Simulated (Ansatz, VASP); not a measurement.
## Two plane-wave programs on C

```
C
1.0
     0.00000    1.76575    1.76575
     1.76575    0.00000    1.76575
     1.76575    1.76575    0.00000
C
2
Direct
  0.00000 0.00000 0.00000
  0.25000 0.25000 0.25000
```

Alike in both runs: task single point; functional LDA; k mesh 10 × 10 × 10; no spin polarisation.

|  | VASP | Ansatz |
| --- | --- | --- |
| version | VASP 6.6.1 | Ansatz 0.2.0 |
| potentials or method | VASP PAW LDA potentials, release 64 (C), cutoff 600 eV | scalar-relativistic, plane waves, PAW |
| occupations | gaussian, width 0.01 eV | fixed |
| valence electrons in the cell | 8 | 8 |

Ansatz gave:

```
gap on the k mesh at the Fermi level (eV) : 4.21
least direct gap on the mesh (eV)         : 5.62
pressure (GPa)                            : 0.0
```

**Question.** What did VASP give for the same quantities?

**Answer.** gap on the k mesh at the Fermi level (eV): 4.20; least direct gap on the mesh (eV): 5.63; pressure (GPa): 0.9.

Ansatz warns that its potentials were made for another functional, while VASP's fit it. LDA's correlation is that of Perdew and Zunger in VASP and of Perdew and Wang (1992) in Ansatz.
